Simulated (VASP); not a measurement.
# CuTe (Pmmn) in VASP: single point with LDA

Aim: the single point of CuTe with LDA.

Program: VASP 6.6.1. These are calculated values, not measurements. Logs are shortened: lines on timing, memory, paths and dates and some standing lists are left out, and cuts for length are marked.

### Step 1. The cell of the first run

The structure is orthorhombic, space group Pmmn (No. 59). The conventional cell has a = 3.211 Å, b = 3.859 Å, c = 6.867 Å, α = 90.00°, β = 90.00°, γ = 90.00°. Cu (site symmetry mm2) has 6 Cu at 2.55 to 3.21 Å and 4 Te at 2.55 to 2.66 Å within 3.4 Å. Te (site symmetry mm2) has 4 Cu at 2.55 to 2.66 Å and 2 Te at 3.21 Å within 3.4 Å.

### Step 2. Single point, LDA

INCAR

```
PREC     = Accurate       # precision mode
ENCUT    = 520            # plane-wave cutoff, eV
EDIFF    = 1E-6           # SCF threshold, eV
ISMEAR   = 0              # smearing method
SIGMA    = 0.1            # smearing width, eV
LREAL    = F              # projectors in reciprocal space
LASPH    = T              # aspherical terms in the spheres
NELM     = 100            # most SCF steps
ALGO     = Fast           # electronic algorithm
ISIF     = 2              # what is computed and relaxed
LWAVE    = F              # write WAVECAR
LCHARG   = T              # write CHGCAR
GGA      = CA             # functional
LELF     = T              # ELF
LVHAR    = T            
NBANDS   = 25             # bands
```

KPOINTS

```
regular mesh
0
Gamma
  14 10 6
```

POSCAR

```
CuTe
1.0
    3.2114445667      0.0000000000      0.0000000000
    0.0000000000      3.8585364178      0.0000000000
    0.0000000000      0.0000000000      6.8665298842
Cu Te
2 2
Direct
    0.0000000000      0.5000000000      0.4674741883
    0.5000000000      0.0000000000      0.5325258117
    0.0000000000      0.0000000000      0.2240157032
    0.5000000000      0.5000000000      0.7759842968
```

Potentials or basis: VASP PAW LDA potentials, release 64 (Cu, Te).

On the command line:

```
$ cat potpaw_LDA.64/Cu/POTCAR potpaw_LDA.64/Te/POTCAR > POTCAR
$ mpirun -np 1 vasp_std > vasp.out
```

OUTCAR:

```text
PREC = Accurate
   ENCUT = 520
   EDIFF = 1E-6
   ISMEAR = 0
   LREAL = F
   LASPH = T
   NELM = 100
   ISIF = 2
   GGA = CA

 ion  position               nearest neighbor table
   1  0.000  0.500  0.467-   2 2.55   2 2.55   2 2.55   2 2.55   3 2.55   3 2.55   4 2.66   4 2.66

   2  0.500  0.000  0.533-   1 2.55   1 2.55   1 2.55   1 2.55   4 2.55   4 2.55   3 2.66   3 2.66

   3  0.000  0.000  0.224-   1 2.55   1 2.55   2 2.66   2 2.66
   4  0.500  0.500  0.776-   2 2.55   2 2.55   1 2.66   1 2.66

  LATTYP: Found a simple orthorhombic cell.
 ALAT       =     3.2114445667
 B/A-ratio  =     1.2014955693
 C/A-ratio  =     2.1381436738

  Lattice vectors:

 A1 = (   3.2114445667,   0.0000000000,   0.0000000000)
 A2 = (   0.0000000000,   3.8585364178,   0.0000000000)
 A3 = (   0.0000000000,   0.0000000000,   6.8665298842)

Analysis of symmetry for initial positions (statically):
=====================================================================
 Subroutine PRICEL returns:
 Original cell was already a primitive cell.

 Routine SETGRP: Setting up the symmetry group for a
 simple orthorhombic supercell.

 Subroutine GETGRP returns: Found  8 space group operations
 (whereof  4 operations were pure point group operations)
 out of a pool of  8 trial point group operations.

The static configuration has the point symmetry C_2v.
 The point group associated with its full space group is D_2h.

Analysis of symmetry for dynamics (positions and initial velocities):
=====================================================================
 Subroutine PRICEL returns:
 Original cell was already a primitive cell.

 Routine SETGRP: Setting up the symmetry group for a
 simple orthorhombic supercell.

 Subroutine GETGRP returns: Found  8 space group operations
 (whereof  4 operations were pure point group operations)
 out of a pool of  8 trial point group operations.

The dynamic configuration has the point symmetry C_2v.
 The point group associated with its full space group is D_2h.

 Subroutine INISYM returns: Found  8 space group operations
 (whereof  4 operations are pure point group operations),
 and found     1 'primitive' translations

----------------------------------------------------------------------------------------

                                     Primitive cell

  volume of cell :      85.0864

  direct lattice vectors                    reciprocal lattice vectors
     3.211444567  0.000000000  0.000000000     0.311386349  0.000000000  0.000000000
     0.000000000  3.858536418  0.000000000     0.000000000  0.259165624  0.000000000
     0.000000000  0.000000000  6.866529884     0.000000000  0.000000000  0.145633969

  length of vectors
     3.211444567  3.858536418  6.866529884     0.311386349  0.259165624  0.145633969

  position of ions in fractional coordinates (direct lattice)
     0.000000000  0.500000000  0.467474188
     0.500000000  0.000000000  0.532525812
     0.000000000  0.000000000  0.224015703
     0.500000000  0.500000000  0.775984297

  ion indices of the primitive-cell ions
   primitive index   ion index
                 1           1
                 2           2
                 3           3
                 4           4

----------------------------------------------------------------------------------------

 KPOINTS: regular mesh

Automatic generation of k-mesh.
 Grid dimensions read from file:
 generate k-points for:   14   10    6

 Generating k-lattice:

  Cartesian coordinates                     Fractional coordinates (reciprocal lattice)
     0.022241882  0.000000000  0.000000000     0.071428571  0.000000000  0.000000000
     0.000000000  0.025916562  0.000000000     0.000000000  0.100000000  0.000000000
     0.000000000  0.000000000  0.024272328     0.000000000  0.000000000  0.166666667

  Length of vectors
     0.022241882  0.025916562  0.024272328

  Shift w.r.t. Gamma in fractional coordinates (k-lattice)
     0.000000000  0.000000000  0.000000000

 Subroutine IBZKPT returns following result:
 ===========================================

 Found    192 irreducible k-points:

 Following reciprocal coordinates:
            Coordinates               Weight
  0.000000  0.000000  0.000000      1.000000
  0.071429  0.000000  0.000000      2.000000
  0.142857  0.000000  0.000000      2.000000
  0.214286  0.000000  0.000000      2.000000
  0.285714  0.000000  0.000000      2.000000
  0.357143  0.000000  0.000000      2.000000
[... 16 lines left out ...]
  0.428571  0.200000  0.000000      4.000000
  0.500000  0.200000  0.000000      2.000000
 [... further k-points ...]
   k-points           NKPTS =    192   k-points in BZ     NKDIM =    192   number of bands    NBANDS=     25
   number of dos      NEDOS =    301   number of ions     NIONS =      4
   total plane-waves  NPLWV =  38880
   dimension x,y,z NGX =    24 NGY =   30 NGZ =   54
   dimension x,y,z NGXF=    48 NGYF=   60 NGZF=  108
   ions per type =               2   2
   NGX,Y,Z   is equivalent  to a cutoff of  12.42, 12.93, 13.07 a.u.
   NGXF,Y,Z  is equivalent  to a cutoff of  24.85, 25.85, 26.15 a.u.
 SYSTEM =  unknown system
   PREC   = accura    normal or accurate (medium, high low for compatibility)
   ISTART =      0    job   : 0-new  1-cont  2-samecut
   ICHARG =      2    charge: 1-file 2-atom 10-const
   ISPIN  =      1    spin polarized calculation?
   LNONCOLLINEAR =      F non collinear calculations
   LSORBIT =      F    spin-orbit coupling
   LASPH  =      T    aspherical Exc in radial PAW
   ENCUT  =  520.0 eV  38.22 Ry    6.18 a.u.   5.97  7.17 12.77*2*pi/ulx,y,z
   NELM   =    100;   NELMIN=  2; NELMDL= -5     # of ELM steps
   EDIFF  = 0.1E-05   stopping-criterion for ELM
   LREAL  =      F    real-space projection
   EDIFFG = 0.1E-04   stopping-criterion for IOM
   NSW    =      0    number of steps for IOM
   IBRION =     -1    ionic relax: 0-MD 1-quasi-New 2-CG
   NFREE  =      0    steps in history (QN), initial steepest desc. (CG)
   ISIF   =      2    stress and relaxation
   ISYM   =      2    0-nonsym 1-usesym 2-fastsym
   POTIM  = 0.5000    time-step for ionic-motion
   TEBEG  =    0.0;   TEEND  =   0.0 temperature during run
   PSTRESS=    0.0 pullay stress
   NELECT =      34.0000    total number of electrons
   NUPDOWN=      -1.0000    fix difference up-down
   EMIN   =  10.00;   EMAX   =-10.00  energy-range for DOS
   EFERMI =   0.00;   METHOD = LEGACY
   ISMEAR =     0;   SIGMA  =   0.10  broadening in eV -4-tet -1-fermi 0-gaus
   EFERMI_NEDOS =   21; number of points for ismear=-14 and -15
   IALGO  =     68    algorithm
   IMIX   =      4    mixing-type and parameters
     AMIX     =   0.40;   BMIX     =  1.00
     AMIX_MAG =   1.60;   BMIX_MAG =  1.00
  volume/ion in A,a.u.               =      21.27       143.55
  Fermi-wavevector in a.u.,A,eV,Ry     =   1.205816  2.278662 19.782763  1.453992
  Thomas-Fermi vector in A             =   2.341501
   LORBIT       =      0    0 simple, 1 ext, 2 COOP (PROOUT), +10 PAW based schemes
   GGA     = CA    functional components
   LHFCALC =     F    Hartree Fock is set to
   AEXX    =    0.0000 exact exchange contribution
   IVDW    =     0    specifies the selected vdW correction
   LEPSILON=     F    determine dielectric tensor
   LRPA    =     F    only Hartree local field effects (RPA)
 non-spin polarized calculation
 RMM-DIIS sequential band-by-band and
 Gauss-broadening in eV      SIGMA  =   0.10
  energy-cutoff  :      520.00
  volume of cell :       85.09
 maximum number of plane-waves:      2320
 NGX is ok and might be reduce to    24
   NGX = 11   NGY = 15   NGZ = 25

 number of electron      34.0000018 magnetization

 Free energy of the ion-electron system (eV)
  ---------------------------------------------------
  ext. energy  EPLUGINS =         0.00000000
  ---------------------------------------------------
  free energy    TOTEN  =       -17.21445711 eV

  energy without entropy =      -17.20693532  energy(sigma->0) =      -17.21069622

 E-fermi :   6.9491     XC(G=0): -10.6110

 val. band max:        6.9434775773   @ k =   0.0000   0.1000   0.1667
 cond. band min:       6.9502893800   @ k =   0.4286   0.1000   0.1667
 fundamental gap:      0.0068118027
 Fermi energy:         6.9491171915

 k-point     1 :       0.0000    0.0000    0.0000
  band No.  band energies     occupation
      1      -6.4045      2.00000
      2      -5.2351      2.00000
      3       0.0519      2.00000
      4       2.3239      2.00000
      5       2.5315      2.00000
      6       3.0192      2.00000
[... 17 lines left out ...]
     24      14.9309      0.00000
     25      14.9726      0.00000

 k-point     2 :       0.0714    0.0000    0.0000
  band No.  band energies     occupation
      1      -6.3397      2.00000
      2      -5.1806      2.00000
      3       0.1210      2.00000
      4       2.3446      2.00000
      5       2.5521      2.00000
      6       3.0283      2.00000
[... 17 lines left out ...]
     24      14.3204      0.00000
     25      14.9503      0.00000

 k-point     3 :       0.1429    0.0000    0.0000
  band No.  band energies     occupation
      1      -6.1477      2.00000
      2      -5.0212      2.00000
      3       0.3251      2.00000
      4       2.3979      2.00000
      5       2.6107      2.00000
      6       3.0572      2.00000
[... 17 lines left out ...]
     24      15.0302      0.00000
     25      15.9811      0.00000

 k-point     4 :       0.2143    0.0000    0.0000
  band No.  band energies     occupation
      1      -5.8366      2.00000
      2      -4.7724      2.00000
      3       0.6528      2.00000
      4       2.4509      2.00000
      5       2.6992      2.00000
      6       3.0517      2.00000
[... 17 lines left out ...]
     24      15.3787      0.00000
     25      16.5981      0.00000
[... 477 lines left out ...]
 k-point    22 :       0.3571    0.2000    0.0000
  band No.  band energies     occupation
      1      -4.7120      2.00000
      2      -4.0493      2.00000
      3       1.7783      2.00000
      4       1.8290      2.00000
      5       1.9493      2.00000
      6       2.8338      2.00000
[... 17 lines left out ...]
     24      14.3195      0.00000
     25      14.5947      0.00000

 k-point    23 :       0.4286    0.2000    0.0000
  band No.  band energies     occupation
      1      -4.2546      2.00000
      2      -3.8654      2.00000
      3       1.2604      2.00000
      4       1.4283      2.00000
      5       2.2558      2.00000
      6       2.7224      2.00000
[... 17 lines left out ...]
     24      14.5736      0.00000
     25      14.7688      0.00000

 k-point    24 :       0.5000    0.2000    0.0000
  band No.  band energies     occupation
      1      -3.9312      2.00000
      2      -3.9312      2.00000
      3       1.1373      2.00000
      4       1.1373      2.00000
      5       2.5390      2.00000
      6       2.5390      2.00000
[... 17 lines left out ...]
     24      14.2757      0.00000
     25      14.8748      0.00000

 [... further k-points ...]

------------------------ aborting loop because EDIFF is reached ----------------------------------------

  FORCE on cell =-STRESS in cart. coord.  units (eV):
  Direction    XX          YY          ZZ          XY          YZ          ZX
  --------------------------------------------------------------------------------------
  -------------------------------------------------------------------------------------
  Total        0.5364259      0.6279832      0.6592157      0.0000000      0.0000000      0.0000000
  in kB       10.1008976     11.8249214     12.4130293      0.0000000      0.0000000      0.0000000
  external PRESSURE =      11.4462828 kB  Pullay stress =       0.0000000 kB

 VOLUME and BASIS-vectors are now :
 -----------------------------------------------------------------------------
  energy-cutoff  :      520.00
  volume of cell :       85.09
      direct lattice vectors                 reciprocal lattice vectors
     3.211444567  0.000000000  0.000000000     0.311386349  0.000000000  0.000000000
     0.000000000  3.858536418  0.000000000     0.000000000  0.259165624  0.000000000
     0.000000000  0.000000000  6.866529884     0.000000000  0.000000000  0.145633969

 POSITION                                       TOTAL-FORCE (eV/Angst)
 -----------------------------------------------------------------------------------
      0.00000      1.92927      3.20993         0.000000      0.000000     -0.003105
      1.60572      0.00000      3.65660         0.000000      0.000000      0.003105
      0.00000      0.00000      1.53821         0.000000      0.000000     -0.054751
      1.60572      1.92927      5.32832         0.000000      0.000000      0.054751
 -----------------------------------------------------------------------------------
    total drift:                                0.000000      0.000000     -0.000000

  FREE ENERGIE OF THE ION-ELECTRON SYSTEM (eV)
  ---------------------------------------------------
  free  energy   TOTEN  =       -17.2144571095 eV

  energy  without entropy=      -17.2069353245  energy(sigma->0) =      -17.21069622
```

Wall time 4.3 min (1 thread of AMD EPYC 9R45 (Zen 5), shared host); peak memory 0.41 GiB.

What came out:

```yaml
Free_energy: -17.2145 eV
Pressure: 1.1 GPa
Largest_force: 0.055 eV/Å
Band_gap_on_the_k_mesh: zero (bands 17 and 18 overlap by 4.38 eV)
```

Forces on the atoms (eV/Å):
```
Cu   0.000  0.000 -0.003
Cu   0.000  0.000  0.003
Te   0.000  0.000 -0.055
Te   0.000  0.000  0.055
```

Stress tensor (GPa, compression positive):
```
1.01 0.00 0.00
0.00 1.18 0.00
0.00 0.00 1.24
```

Levels at points of the mesh, in eV from the Fermi level:
```tsv
k point	band 15	band 16	band 17	band 18	band 19	band 20
(0.00, 0.00, 0.00)	-0.90	0.68	1.15	2.17	2.93	3.25
(0.50, 0.00, 0.00)	-1.62	-1.62	0.81	0.81	3.59	3.59
(0.00, 0.50, 0.00)	-2.28	-2.28	2.61	2.61	4.50	4.50
(0.50, 0.50, 0.00)	-1.89	-1.89	-1.77	-1.77	2.32	2.32
(0.00, 0.00, 0.50)	-1.71	-0.05	1.50	2.38	3.40	3.63
(0.50, 0.00, 0.50)	-0.70	-0.70	0.83	0.83	1.56	1.56
(0.00, 0.50, 0.50)	-1.55	-1.55	1.76	1.76	2.63	2.63
(0.50, 0.50, 0.50)	-2.18	-2.18	-1.45	-1.45	3.78	3.78
```

Caveat: spin-orbit coupling is left out, which moves the levels of the heavy elements.
